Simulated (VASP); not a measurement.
Crystal: ZnO (zincite).

```
CELL_PARAMETERS angstrom
3.20539 0.00000 0.00000
-1.60270 2.77595 0.00000
0.00000 0.00000 5.13535
ATOMIC_POSITIONS crystal
Zn 0.66667 0.33333 0.00000
Zn 0.33333 0.66667 0.50000
O 0.33333 0.66667 0.87901
O 0.66667 0.33333 0.37901
```

Base run:

```yaml
Program: VASP 6.6.1
Functional: RPBE
Dispersion: D3(BJ)
Potentials_or_basis: VASP PAW PBE potentials, release 64 (Zn, O)
Cutoff: 520 eV
k_mesh: 9 × 9 × 5
Occupations: fermi-dirac, width 0.05 eV
Spin: no spin polarisation
```

Its results: band gap on the k mesh 0.94 eV, direct; pressure 1.4 GPa; largest force 0.108 eV/Å.

The run is repeated on the same cell with these changes: functional from RPBE to BLYP. What comes out?

Band gap on the k mesh 1.03 eV, direct; pressure 10.7 GPa; largest force 0.084 eV/Å.

Caveats: the PAW data sets were made with another functional, which shifts forces and pressure a little.

